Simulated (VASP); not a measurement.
# Ag (Pm-3m) in VASP: a series of runs

Ag is run at these levels: PBE; tasks: single point, relaxation of cell and atoms.

Everything below comes from runs of VASP 6.6.1. Logs are shortened: lines on timing, memory, paths and dates and some standing lists are left out, and cuts for length are marked.

## Step 1: The cell of the first run

The structure is cubic, space group Pm-3m (No. 221). Conventional cell: a = 2.546 Å, b = 2.546 Å, c = 2.546 Å, α = 90.00°, β = 90.00°, γ = 90.00°. Ag (site symmetry m-3m) has 6 Ag at 2.55 Å within 3.4 Å.

This isn't the form of Ag at room conditions, which is fcc.

## Step 2: Single point, PBE

INCAR

```
PREC = Accurate
ENCUT = 500
EDIFF = 1E-6
ISMEAR = -1
SIGMA = 0.1
LREAL = F
LASPH = T
NELM = 120
ALGO = Normal
ISIF = 2
LWAVE = F
LCHARG = F
GGA = PE
NBANDS = 12
GGA_COMPAT = F
```

KPOINTS

```
regular mesh
0
Gamma
  16 16 16
```

POSCAR

```
Ag
1.0
    2.5462186071      0.0000000000      0.0000000000
    0.0000000000      2.5462186071      0.0000000000
    0.0000000000      0.0000000000      2.5462186071
Ag
1
Direct
    0.0000000000      0.0000000000      0.0000000000
```

Potentials or basis: VASP PAW PBE potentials, release 64 (Ag).

Started as:

```
> cat potpaw_PBE.64/Ag/POTCAR > POTCAR
> mpirun -np 1 vasp_std > vasp.out
```

OUTCAR:

```text
PREC = Accurate
   ENCUT = 500
   EDIFF = 1E-6
   ISMEAR = -1
   LREAL = F
   LASPH = T
   NELM = 120
   ISIF = 2
   GGA = PE

 ion  position               nearest neighbor table
   1  0.000  0.000  0.000-

  LATTYP: Found a simple cubic cell.
 ALAT       =     2.5462186071

  Lattice vectors:

 A1 = (   2.5462186071,   0.0000000000,   0.0000000000)
 A2 = (   0.0000000000,   2.5462186071,   0.0000000000)
 A3 = (   0.0000000000,   0.0000000000,   2.5462186071)

Analysis of symmetry for initial positions (statically):
=====================================================================
 Subroutine PRICEL returns:
 Original cell was already a primitive cell.

 Routine SETGRP: Setting up the symmetry group for a
 simple cubic supercell.

 Subroutine GETGRP returns: Found 48 space group operations
 (whereof 48 operations were pure point group operations)
 out of a pool of 48 trial point group operations.

The static configuration has the point symmetry O_h .

Analysis of symmetry for dynamics (positions and initial velocities):
=====================================================================
 Subroutine PRICEL returns:
 Original cell was already a primitive cell.

 Routine SETGRP: Setting up the symmetry group for a
 simple cubic supercell.

 Subroutine GETGRP returns: Found 48 space group operations
 (whereof 48 operations were pure point group operations)
 out of a pool of 48 trial point group operations.

The dynamic configuration has the point symmetry O_h .

 Subroutine INISYM returns: Found 48 space group operations
 (whereof 48 operations are pure point group operations),
 and found     1 'primitive' translations

----------------------------------------------------------------------------------------

                                     Primitive cell

  volume of cell :      16.5077

  direct lattice vectors                    reciprocal lattice vectors
     2.546218607  0.000000000  0.000000000     0.392739255  0.000000000  0.000000000
     0.000000000  2.546218607  0.000000000     0.000000000  0.392739255  0.000000000
     0.000000000  0.000000000  2.546218607     0.000000000  0.000000000  0.392739255

  length of vectors
     2.546218607  2.546218607  2.546218607     0.392739255  0.392739255  0.392739255

  position of ions in fractional coordinates (direct lattice)
     0.000000000  0.000000000  0.000000000

  ion indices of the primitive-cell ions
   primitive index   ion index
                 1           1

----------------------------------------------------------------------------------------

 KPOINTS: regular mesh

Automatic generation of k-mesh.
 Grid dimensions read from file:
 generate k-points for:   16   16   16

 Generating k-lattice:

  Cartesian coordinates                     Fractional coordinates (reciprocal lattice)
     0.024546203  0.000000000  0.000000000     0.062500000  0.000000000  0.000000000
     0.000000000  0.024546203  0.000000000     0.000000000  0.062500000  0.000000000
     0.000000000  0.000000000  0.024546203     0.000000000  0.000000000  0.062500000

  Length of vectors
     0.024546203  0.024546203  0.024546203

  Shift w.r.t. Gamma in fractional coordinates (k-lattice)
     0.000000000  0.000000000  0.000000000

 Subroutine IBZKPT returns following result:
 ===========================================

 Found    165 irreducible k-points:

 Following reciprocal coordinates:
            Coordinates               Weight
  0.000000  0.000000  0.000000      1.000000
  0.062500  0.000000  0.000000      6.000000
  0.125000  0.000000  0.000000      6.000000
  0.187500  0.000000  0.000000      6.000000
  0.250000  0.000000  0.000000      6.000000
  0.312500  0.000000  0.000000      6.000000
[... 16 lines left out ...]
  0.437500  0.125000  0.000000     24.000000
  0.500000  0.125000  0.000000     12.000000
 [... further k-points ...]
   k-points           NKPTS =    165   k-points in BZ     NKDIM =    165   number of bands    NBANDS=     12
   number of dos      NEDOS =    301   number of ions     NIONS =      1
   total plane-waves  NPLWV =   8000
   dimension x,y,z NGX =    20 NGY =   20 NGZ =   20
   dimension x,y,z NGXF=    40 NGYF=   40 NGZF=   40
   ions per type =               1
   NGX,Y,Z   is equivalent  to a cutoff of  13.06, 13.06, 13.06 a.u.
   NGXF,Y,Z  is equivalent  to a cutoff of  26.12, 26.12, 26.12 a.u.
 SYSTEM =  unknown system
   PREC   = accura    normal or accurate (medium, high low for compatibility)
   ISTART =      0    job   : 0-new  1-cont  2-samecut
   ICHARG =      2    charge: 1-file 2-atom 10-const
   ISPIN  =      1    spin polarized calculation?
   LNONCOLLINEAR =      F non collinear calculations
   LSORBIT =      F    spin-orbit coupling
   LASPH  =      T    aspherical Exc in radial PAW
   ENCUT  =  500.0 eV  36.75 Ry    6.06 a.u.   4.64  4.64  4.64*2*pi/ulx,y,z
   NELM   =    120;   NELMIN=  2; NELMDL= -5     # of ELM steps
   EDIFF  = 0.1E-05   stopping-criterion for ELM
   LREAL  =      F    real-space projection
   EDIFFG = 0.1E-04   stopping-criterion for IOM
   NSW    =      0    number of steps for IOM
   IBRION =     -1    ionic relax: 0-MD 1-quasi-New 2-CG
   NFREE  =      0    steps in history (QN), initial steepest desc. (CG)
   ISIF   =      2    stress and relaxation
   ISYM   =      2    0-nonsym 1-usesym 2-fastsym
   POTIM  = 0.5000    time-step for ionic-motion
   TEBEG  =    0.0;   TEEND  =   0.0 temperature during run
   PSTRESS=    0.0 pullay stress
   NELECT =      11.0000    total number of electrons
   NUPDOWN=      -1.0000    fix difference up-down
   EMIN   =  10.00;   EMAX   =-10.00  energy-range for DOS
   EFERMI =   0.00;   METHOD = LEGACY
   ISMEAR =    -1;   SIGMA  =   0.10  broadening in eV -4-tet -1-fermi 0-gaus
   EFERMI_NEDOS =   21; number of points for ismear=-14 and -15
   IALGO  =     38    algorithm
   IMIX   =      4    mixing-type and parameters
     AMIX     =   0.40;   BMIX     =  1.00
     AMIX_MAG =   1.60;   BMIX_MAG =  1.00
  volume/ion in A,a.u.               =      16.51       111.40
  Fermi-wavevector in a.u.,A,eV,Ry     =   1.429914  2.702146 27.819223  2.044655
  Thomas-Fermi vector in A             =   2.549816
   LORBIT       =      0    0 simple, 1 ext, 2 COOP (PROOUT), +10 PAW based schemes
   GGA     = PE    functional components
   LHFCALC =     F    Hartree Fock is set to
   AEXX    =    0.0000 exact exchange contribution
   IVDW    =     0    specifies the selected vdW correction
   LEPSILON=     F    determine dielectric tensor
   LRPA    =     F    only Hartree local field effects (RPA)
 non-spin polarized calculation
  energy-cutoff  :      500.00
  volume of cell :       16.51
 maximum number of plane-waves:       441
 NGX is ok and might be reduce to    20
   NGX =  9   NGY =  9   NGZ =  9

 number of electron      10.9999994 magnetization

 Free energy of the ion-electron system (eV)
  ---------------------------------------------------
  ext. energy  EPLUGINS =         0.00000000
  ---------------------------------------------------
  free energy    TOTEN  =        -2.08364536 eV

  energy without entropy =       -2.07622668  energy(sigma->0) =       -2.07993602

 E-fermi :   8.7962     XC(G=0): -12.3024

 val. band max:        8.7851746577   @ k =   0.5000   0.1250   0.0625
 cond. band min:       8.8717500316   @ k =   0.3750   0.2500   0.1875
 fundamental gap:      0.0865753739
 Fermi energy:         8.7962071843

 k-point     1 :       0.0000    0.0000    0.0000
  band No.  band energies     occupation
      1       0.9743      2.00000
      2       1.8213      2.00000
      3       1.8213      2.00000
      4       6.0688      2.00000
      5       6.0688      2.00000
      6       6.0688      2.00000
      7      24.4780      0.00000
      8      24.4780      0.00000
      9      24.4780      0.00000
     10      30.7485      0.00000
     11      30.7485      0.00000
     12      31.2775      0.00000

 k-point     2 :       0.0625    0.0000    0.0000
  band No.  band energies     occupation
      1       1.0778      2.00000
      2       1.8371      2.00000
      3       1.9025      2.00000
      4       6.0072      2.00000
      5       6.0072      2.00000
      6       6.0738      2.00000
      7      23.5495      0.00000
      8      24.6460      0.00000
      9      24.6460      0.00000
     10      30.5427      0.00000
     11      30.9615      0.00000
     12      32.1278      0.00000

 k-point     3 :       0.1250    0.0000    0.0000
  band No.  band energies     occupation
      1       1.3439      2.00000
      2       1.8826      2.00000
      3       2.1802      2.00000
      4       5.8356      2.00000
      5       5.8356      2.00000
      6       6.0880      2.00000
      7      21.6500      0.00000
      8      25.1339      0.00000
      9      25.1339      0.00000
     10      29.9907      0.00000
     11      30.9685      0.00000
     12      34.4053      0.00000
[... 286 lines left out ...]
 k-point    23 :       0.4375    0.1250    0.0000
  band No.  band energies     occupation
      1       2.4041      2.00000
      2       3.0565      2.00000
      3       3.9653      2.00000
      4       4.7267      2.00000
      5       5.9872      2.00000
      6       7.8506      1.99984
      7      12.4530      0.00000
      8      25.7634      0.00000
      9      27.9878      0.00000
     10      29.5215      0.00000
     11      31.0358      0.00000
     12      35.4277      0.00000

 k-point    24 :       0.5000    0.1250    0.0000
  band No.  band energies     occupation
      1       2.4258      2.00000
      2       3.1210      2.00000
      3       3.9114      2.00000
      4       4.6789      2.00000
      5       5.9930      2.00000
      6       8.5575      1.83163
      7      11.6253      0.00000
      8      26.0242      0.00000
      9      28.2375      0.00000
     10      28.7830      0.00000
     11      31.6223      0.00000
     12      34.7998      0.00000

 [... further k-points ...]

------------------------ aborting loop because EDIFF is reached ----------------------------------------

  FORCE on cell =-STRESS in cart. coord.  units (eV):
  Direction    XX          YY          ZZ          XY          YZ          ZX
  --------------------------------------------------------------------------------------
  -------------------------------------------------------------------------------------
  Total        3.0461037      3.0461037      3.0461037      0.0000000      0.0000000     -0.0000000
  in kB      295.6434142    295.6434142    295.6434142      0.0000000      0.0000000     -0.0000000
  external PRESSURE =     295.6434142 kB  Pullay stress =       0.0000000 kB

 VOLUME and BASIS-vectors are now :
 -----------------------------------------------------------------------------
  energy-cutoff  :      500.00
  volume of cell :       16.51
      direct lattice vectors                 reciprocal lattice vectors
     2.546218607  0.000000000  0.000000000     0.392739255  0.000000000  0.000000000
     0.000000000  2.546218607  0.000000000     0.000000000  0.392739255  0.000000000
     0.000000000  0.000000000  2.546218607     0.000000000  0.000000000  0.392739255

 POSITION                                       TOTAL-FORCE (eV/Angst)
 -----------------------------------------------------------------------------------
      0.00000      0.00000      0.00000         0.000000      0.000000      0.000000
 -----------------------------------------------------------------------------------
    total drift:                               -0.000000      0.000000     -0.000000

  FREE ENERGIE OF THE ION-ELECTRON SYSTEM (eV)
  ---------------------------------------------------
  free  energy   TOTEN  =        -2.0836453620 eV

  energy  without entropy=       -2.0762266820  energy(sigma->0) =       -2.07993602
```

Wall time 12 s (1 thread of AMD EPYC 9R45 (Zen 5), shared host); peak memory 0.11 GiB.

Results:

```yaml
Free_energy: -2.0836 eV
Pressure: 29.6 GPa
Band_gap_on_the_k_mesh: zero (an odd number of electrons rules out a gap without spin polarisation)
```

Caveat: the cell stands under pressure.

[end of part 1 of 2]

The gap in the log of VASP goes by the Fermi energy; the results here count the filled bands.